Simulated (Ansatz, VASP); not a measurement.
Two plane-wave programs on Pt

Contents of INCAR:

```
SYSTEM = Pt
PREC     = Accurate       ! precision mode
ENCUT    = 520            ! plane-wave cutoff, eV
EDIFF    = 1E-6           ! SCF threshold, eV
ISMEAR   = 0              ! smearing method
SIGMA    = 0.15           ! smearing width, eV
LREAL    = .FALSE.        ! projectors in reciprocal space
LASPH    = .TRUE.         ! aspherical terms in the spheres
NELM     = 100            ! most SCF steps
ALGO     = Fast           ! electronic algorithm
ISIF     = 2              ! what is computed and relaxed
LWAVE    = .FALSE.        ! write WAVECAR
LCHARG   = .FALSE.        ! write CHGCAR
GGA      = CA             ! functional
NBANDS   = 28             ! bands
```

File KPOINTS:

```
Automatic mesh
0
G
  18 18 6
  0 0 0
```

Contents of POSCAR:

```
Pt
1.0
    2.7082945870      0.0000000000      0.0000000000
   -1.3541472935      2.3454519133      0.0000000000
    0.0000000000      0.0000000000      9.3530207388
Pt
4
Direct
    0.6282661173      0.3333333333      0.3750000000
    0.6282661173      0.3333333333      0.8750000000
    0.3717338827      0.6666666667      0.1250000000
    0.3717338827      0.6666666667      0.6250000000
```

Input for Ansatz:

```yaml
crystal:
  lattice:
    - [2.708294587, 0.0, 0.0]
    - [-1.3541472935, 2.3454519133, 0.0]
    - [0.0, 0.0, 9.3530207388]
  atoms:
    - { symbol: Pt, position: [0.6282661173, 0.3333333333, 0.375] }
    - { symbol: Pt, position: [0.6282661173, 0.3333333333, 0.875] }
    - { symbol: Pt, position: [0.3717338827, 0.6666666667, 0.125] }
    - { symbol: Pt, position: [0.3717338827, 0.6666666667, 0.625] }
basis:
  ecutwfc: 420
kpoints:
  mp_grid: { grid: [18, 18, 6] }
hamiltonian:
  xc: lda
  pseudopotentials: { kind: paw, azcp: { folder: soft_1 } }
scf:
  occupations: { method: gaussian, width: 0.15 }
output:
  forces: true
  stress: true
  eigenvalues: true
```

Change from the starting cell: mode 1 frozen in at -0.104 Å and mode 2 at +0.000 Å (largest displacements).

Alike in both runs: task single point; functional LDA; k mesh 18 × 18 × 6; occupations gaussian, width 0.15 eV; no spin polarisation.

|  | VASP | Ansatz |
| --- | --- | --- |
| version | VASP 6.6.1 | Ansatz 0.2.0 |
| potentials or method | VASP PAW LDA potentials, release 64 (Pt), cutoff 520 eV | scalar-relativistic, plane waves, PAW |
| valence electrons in the cell | 40 | 72 |

|  | VASP | Ansatz | Ansatz less VASP |
| --- | --- | --- | --- |
| gap on the k mesh at the Fermi level (eV) | none | none | - |
| pressure (GPa) | 1.3 | 0.5 | -0.79 |
| traceless stress, the component that is largest in VASP (GPa) | -0.92 | -1.07 | -0.147 |
| rms of the force components (eV/Å) | 0.083 | 0.083 | +0.0001 |

Ansatz warns that its potentials were made for another functional, while VASP's fit it. LDA's correlation is that of Perdew and Zunger in VASP and of Perdew and Wang (1992) in Ansatz. Atom by atom the forces differ by 0.004 eV/Å (rms over components). A gap of «none» marks a metal or a gap that the smearing closes. VASP's potentials hold 40 valence electrons a cell and Ansatz's 72, so a difference there can come from the potentials and not from the codes.

Spin-orbit coupling is off throughout.
